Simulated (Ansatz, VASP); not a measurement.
## Ta in VASP and in Ansatz

```
CELL_PARAMETERS angstrom
-1.65493 1.65493 1.65493
1.65493 -1.65493 1.65493
1.65493 1.65493 -1.65493
ATOMIC_POSITIONS crystal
Ta 0.00000 0.00000 0.00000
```

Alike in both runs: task relaxation of cell and atoms; functional LDA; k mesh 8 × 8 × 8; occupations gaussian, width 0.1 eV; no spin polarisation.

|  | VASP | Ansatz |
| --- | --- | --- |
| version | VASP 6.6.1 | Ansatz 0.2.0 |
| potentials or method | VASP PAW LDA potentials, release 64 (Ta_sv_GW), cutoff 500 eV | scalar-relativistic, plane waves, PAW |
| valence electrons in the cell | 13 | 13 |

VASP gave:

- gap on the k mesh at the Fermi level, each at its own relaxed structure (eV): none
- relaxed volume (Å³/atom): 17.11
- relaxed length of the cell vector where the two differ most in proportion (Å): 2.812

Question: Which values does Ansatz return?

Answer: gap on the k mesh at the Fermi level, each at its own relaxed structure (eV): none; relaxed volume (Å³/atom): 17.12; relaxed length of the cell vector where the two differ most in proportion (Å): 2.812.

Ansatz warns that its potentials were made for another functional, while VASP's fit it. LDA's correlation is that of Perdew and Zunger in VASP and of Perdew and Wang (1992) in Ansatz. A gap of «none» marks a metal or a gap that the smearing closes.

Neither program's run includes spin-orbit coupling.
